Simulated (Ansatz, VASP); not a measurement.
## Ca: VASP beside Ansatz

```
CELL_PARAMETERS angstrom
4.32752 0.00000 0.00000
0.00000 4.32752 0.00000
0.00000 0.00000 4.30609
ATOMIC_POSITIONS crystal
Ca 0.00000 0.00000 0.50000
Ca 0.50000 0.50000 0.00000
```

Alike in both runs: task single point; functional PBEsol; k mesh 10 × 10 × 10; occupations gaussian, width 0.1 eV; no spin polarisation.

|  | VASP | Ansatz |
| --- | --- | --- |
| version | VASP 6.6.1 | Ansatz 0.2.0 |
| potentials or method | VASP PAW PBE potentials, release 64 (Ca_sv), cutoff 520 eV | scalar-relativistic, plane waves, PAW |
| valence electrons in the cell | 20 | 20 |

|  | VASP | Ansatz | Ansatz less VASP |
| --- | --- | --- | --- |
| gap on the k mesh at the Fermi level (eV) | none | none | - |
| pressure (GPa) | 0.0 | 0.0 | 0.00 |

VASP's potentials were made for PBE, not for PBEsol. A gap of «none» marks a metal or a gap that the smearing closes. The functional is the same, so the differences come from potentials, cutoffs and numerics.
